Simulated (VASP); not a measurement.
# VO2 (P4_2/mnm) in VASP: a series of runs, part 3 of 3

VASP 6.6.1. Earlier steps stand in the parts before.

## (4) Single point, LDA, collinear spin, ferromagnetic start

This run uses another cell than the first one, of 9.69 Å³/atom.

File INCAR:

```
PREC = Accurate
ENCUT = 600
EDIFF = 1E-6
ISMEAR = -1
SIGMA = 0.05
LREAL = F
LASPH = T
NELM = 200
ALGO = Normal
ISIF = 2
LWAVE = F
LCHARG = F
ISPIN = 2
MAGMOM = 2 2 0 0 0 0
LORBIT = 11
LMAXMIX = 4
GGA = CA
NBANDS = 38
GGA_COMPAT = F
```

File KPOINTS:

```
regular mesh
0
Gamma
  6 6 9
```

File POSCAR:

```
VO2
1.0
    4.4151925128      0.0000000000      0.0000000000
    0.0000000000      4.4151925128      0.0000000000
    0.0000000000      0.0000000000      2.9823009287
V O
2 4
Direct
    0.5000000000      0.5000000000      0.5000000000
    0.0000000000      0.0000000000      0.0000000000
    0.2003580000      0.7996420000      0.5000000000
    0.7996420000      0.2003580000      0.5000000000
    0.7003580000      0.7003580000      0.0000000000
    0.2996420000      0.2996420000      0.0000000000
```

Potentials or basis: VASP PAW LDA potentials, release 64 (V_sv, O).

The run is started by

```console
$ cat potpaw_LDA.64/V_sv/POTCAR potpaw_LDA.64/O/POTCAR > POTCAR
$ mpirun -np 1 vasp_std > vasp.out
```

OUTCAR:

```text
PREC = Accurate
   ENCUT = 600
   EDIFF = 1E-6
   ISMEAR = -1
   LREAL = F
   LASPH = T
   NELM = 200
   ISIF = 2
   ISPIN = 2
   LORBIT = 11
   GGA = CA

 ion  position               nearest neighbor table
   1  0.500  0.500  0.500-   3 1.87   4 1.87   5 1.95   6 1.95   5 1.95   6 1.95
   2  0.000  0.000  0.000-   5 1.87   6 1.87   3 1.95   4 1.95   3 1.95   4 1.95
   3  0.200  0.800  0.500-   1 1.87   2 1.95   2 1.95
   4  0.800  0.200  0.500-   1 1.87   2 1.95   2 1.95
   5  0.700  0.700  0.000-   2 1.87   1 1.95   1 1.95
   6  0.300  0.300  0.000-   2 1.87   1 1.95   1 1.95

  LATTYP: Found a simple tetragonal cell.
 ALAT       =     4.4151925128
 C/A-ratio  =     0.6754633960

  Lattice vectors:

 A1 = (   4.4151925128,   0.0000000000,   0.0000000000)
 A2 = (   0.0000000000,   4.4151925128,   0.0000000000)
 A3 = (   0.0000000000,   0.0000000000,   2.9823009287)

Analysis of symmetry for initial positions (statically):
=====================================================================
 Subroutine PRICEL returns:
 Original cell was already a primitive cell.

 Routine SETGRP: Setting up the symmetry group for a
 simple tetragonal supercell.

 Subroutine GETGRP returns: Found 16 space group operations
 (whereof  8 operations were pure point group operations)
 out of a pool of 16 trial point group operations.

The static configuration has the point symmetry D_2h.
 The point group associated with its full space group is D_4h.

Analysis of symmetry for dynamics (positions and initial velocities):
=====================================================================
 Subroutine PRICEL returns:
 Original cell was already a primitive cell.

 Routine SETGRP: Setting up the symmetry group for a
 simple tetragonal supercell.

 Subroutine GETGRP returns: Found 16 space group operations
 (whereof  8 operations were pure point group operations)
 out of a pool of 16 trial point group operations.

The dynamic configuration has the point symmetry D_2h.
 The point group associated with its full space group is D_4h.

Analysis of structural, dynamic, and magnetic symmetry:
=====================================================================
 Subroutine PRICEL returns:
 Original cell was already a primitive cell.

 Routine SETGRP: Setting up the symmetry group for a
 simple tetragonal supercell.

 Subroutine GETGRP returns: Found 16 space group operations
 (whereof  8 operations were pure point group operations)
 out of a pool of 16 trial point group operations.

The overall configuration has the point symmetry D_2h.
 The point group associated with its full space group is D_4h.

 Subroutine INISYM returns: Found 16 space group operations
 (whereof  8 operations are pure point group operations),
 and found     1 'primitive' translations

----------------------------------------------------------------------------------------

                                     Primitive cell

  volume of cell :      58.1368

  direct lattice vectors                    reciprocal lattice vectors
     4.415192513  0.000000000  0.000000000     0.226490690  0.000000000  0.000000000
     0.000000000  4.415192513  0.000000000     0.000000000  0.226490690  0.000000000
     0.000000000  0.000000000  2.982300929     0.000000000  0.000000000  0.335311568

  length of vectors
     4.415192513  4.415192513  2.982300929     0.226490690  0.226490690  0.335311568
[... 96 lines left out ...]
   ISYM   =      2    0-nonsym 1-usesym 2-fastsym
   POTIM  = 0.5000    time-step for ionic-motion
   TEBEG  =    0.0;   TEEND  =   0.0 temperature during run
   PSTRESS=    0.0 pullay stress
   NELECT =      50.0000    total number of electrons
   NUPDOWN=      -1.0000    fix difference up-down
   EMIN   =  10.00;   EMAX   =-10.00  energy-range for DOS
   EFERMI =   0.00;   METHOD = LEGACY
   ISMEAR =    -1;   SIGMA  =   0.05  broadening in eV -4-tet -1-fermi 0-gaus
   EFERMI_NEDOS =   21; number of points for ismear=-14 and -15
   IALGO  =     38    algorithm
   IMIX   =      4    mixing-type and parameters
     AMIX     =   0.40;   BMIX     =  1.00
     AMIX_MAG =   1.60;   BMIX_MAG =  1.00
  volume/ion in A,a.u.               =       9.69        65.39
  Fermi-wavevector in a.u.,A,eV,Ry     =   1.556854  2.942028 32.977729  2.423795
  Thomas-Fermi vector in A             =   2.660589
   LORBIT       =     11    0 simple, 1 ext, 2 COOP (PROOUT), +10 PAW based schemes
   GGA     = CA    functional components
   LHFCALC =     F    Hartree Fock is set to
   AEXX    =    0.0000 exact exchange contribution
   IVDW    =     0    specifies the selected vdW correction
   LEPSILON=     F    determine dielectric tensor
   LRPA    =     F    only Hartree local field effects (RPA)
 spin polarized calculation
  energy-cutoff  :      600.00
  volume of cell :       58.14
 maximum number of plane-waves:      1964
 NGX is ok and might be reduce to    36
   NGX = 17   NGY = 17   NGZ = 11

 number of electron      50.0000022 magnetization       1.9955653

 Free energy of the ion-electron system (eV)
  ---------------------------------------------------
  ext. energy  EPLUGINS =         0.00000000
  ---------------------------------------------------
  free energy    TOTEN  =       -57.13056362 eV

  energy without entropy =      -57.09433711  energy(sigma->0) =      -57.11245036

 E-fermi :   6.2939     XC(G=0): -12.4611

 val. band max:        6.2826830687   @ k =   0.3333   0.1667   0.1111
 cond. band min:       6.2983263090   @ k =   0.0000   0.0000   0.4444
 fundamental gap:      0.0156432403
 Fermi energy:         6.2939305419

 spin component 1

 k-point     1 :       0.0000    0.0000    0.0000
  band No.  band energies     occupation
      1     -58.9834      1.00000
      2     -58.9706      1.00000
      3     -33.2693      1.00000
      4     -33.2693      1.00000
      5     -33.2047      1.00000
      6     -33.1756      1.00000
[... 949 lines left out ...]
     36      16.2652      0.00000
     37      19.3228      0.00000

 [... further k-points ...]

 spin component 2

 k-point     1 :       0.0000    0.0000    0.0000
  band No.  band energies     occupation
      1     -58.0067      1.00000
      2     -57.9930      1.00000
      3     -32.3529      1.00000
      4     -32.3529      1.00000
      5     -32.2531      1.00000
      6     -32.2218      1.00000
[... 949 lines left out ...]
     36      16.3638      0.00000
     37      19.5575      0.00000

 [... further k-points ...]

 [bands above 37 left out]

------------------------ aborting loop because EDIFF is reached ----------------------------------------

  FORCE on cell =-STRESS in cart. coord.  units (eV):
  Direction    XX          YY          ZZ          XY          YZ          ZX
  --------------------------------------------------------------------------------------
  -------------------------------------------------------------------------------------
  Total       -0.5660352     -0.5660352     -8.7055206      0.0000000      0.0000000      0.0000000
  in kB      -15.5992328    -15.5992328   -239.9134384      0.0000000      0.0000000      0.0000000
  external PRESSURE =     -90.3706347 kB  Pullay stress =       0.0000000 kB

 VOLUME and BASIS-vectors are now :
 -----------------------------------------------------------------------------
  energy-cutoff  :      600.00
  volume of cell :       58.14
      direct lattice vectors                 reciprocal lattice vectors
     4.415192513  0.000000000  0.000000000     0.226490690  0.000000000  0.000000000
     0.000000000  4.415192513  0.000000000     0.000000000  0.226490690  0.000000000
     0.000000000  0.000000000  2.982300929     0.000000000  0.000000000  0.335311568

 POSITION                                       TOTAL-FORCE (eV/Angst)
 -----------------------------------------------------------------------------------
      2.20760      2.20760      1.49115        -0.000000      0.000000      0.000000
      0.00000      0.00000      0.00000        -0.000000      0.000000      0.000000
      0.88462      3.53057      1.49115        -0.213187      0.213187      0.000000
      3.53057      0.88462      1.49115         0.213187     -0.213187     -0.000000
      3.09222      3.09222      0.00000        -0.213187     -0.213187     -0.000000
      1.32298      1.32298      0.00000         0.213187      0.213187      0.000000
 -----------------------------------------------------------------------------------
    total drift:                                0.000000      0.000000      0.000000

  FREE ENERGIE OF THE ION-ELECTRON SYSTEM (eV)
  ---------------------------------------------------
  free  energy   TOTEN  =       -57.1305636175 eV

  energy  without entropy=      -57.0943371079  energy(sigma->0) =      -57.11245036

 total charge

# of ion       s       p       d       tot
------------------------------------------
    1        2.292   6.345   2.934  11.571
    2        2.292   6.345   2.934  11.571
    3        1.558   3.464   0.000   5.023
    4        1.558   3.464   0.000   5.023
    5        1.558   3.464   0.000   5.023
    6        1.558   3.464   0.000   5.023
--------------------------------------------------
tot         10.817  26.549   5.867  43.233

 magnetization (x)

# of ion       s       p       d       tot
------------------------------------------
    1        0.013   0.010   0.983   1.005
    2        0.013   0.010   0.983   1.005
    3       -0.001  -0.034   0.000  -0.035
    4       -0.001  -0.034   0.000  -0.035
    5       -0.001  -0.034   0.000  -0.035
    6       -0.001  -0.034   0.000  -0.035
--------------------------------------------------
tot          0.020  -0.116   1.965   1.869
```

Run time: 1.7 min. Hardware: 1 thread of AMD EPYC 9R45 (Zen 5), shared host; peak memory 0.26 GiB.

Results:

```yaml
Free_energy: -57.1306 eV
Pressure: -9.0 GPa
Largest_force: 0.301 eV/Å
Band_gap_on_the_k_mesh: zero (filled and empty bands overlap)
Net_moment: 2.00 μB per cell
Site_moments: V +1.00; O -0.04 μB
Valence_electrons_inside_the_program's_atomic_spheres: V 11.57; O 5.02
```

Forces on the atoms (eV/Å):
```
V    0.000  0.000  0.000
V    0.000  0.000  0.000
O   -0.213  0.213  0.000
O    0.213 -0.213  0.000
O   -0.213 -0.213  0.000
O    0.213  0.213  0.000
```

Caveat: the stress differs along the axes, from -24 to -2 GPa; semilocal functionals often make such compounds metallic where correlation or magnetic order opens a gap, which also shifts bond lengths.

## (5) Overview

| level | potentials or basis | cell | gap on the mesh (eV) | pressure (GPa) | moment (μB) | largest force (eV/Å) |
| --- | --- | --- | --- | --- | --- | --- |
| BLYP | VASP PAW PBE potentials, release 64 (V_sv, O) | a = 4.446, b = 4.446, c = 3.003 Å, 6 atoms, atomic positions A | none | 7.8 | 2.00 | 0.21 |
| PBE | VASP PAW PBE potentials, release 64 (V_sv, O) | a = 4.584, b = 4.584, c = 2.838 Å, 6 atoms, atomic positions B | none | 0.7 | 2.00 | 0.03 |
| LDA | VASP PAW LDA potentials, release 64 (V_sv, O) | a = 4.415, b = 4.415, c = 2.982 Å, 6 atoms, atomic positions A | none | -9.0 | 2.00 | 0.30 |

Alike in all rows: task single point; spin collinear, ferromagnetic start; k mesh 6 × 6 × 9; cutoff (eV) 600; smearing fermi-dirac 0.05 eV.

Caveats: semilocal functionals often make such compounds metallic where correlation or magnetic order opens a gap, which also shifts bond lengths; the stress differs along the axes, from -4 to 14 GPa (at least some runs); the PAW data sets were made with another functional, which shifts forces and pressure a little (at least some runs); the stress differs along the axes, from -24 to -2 GPa (at least some runs).

Absolute energies hang on the potentials; compare differences alone.

The gap in the log of VASP goes by the Fermi energy; the results here count the filled bands.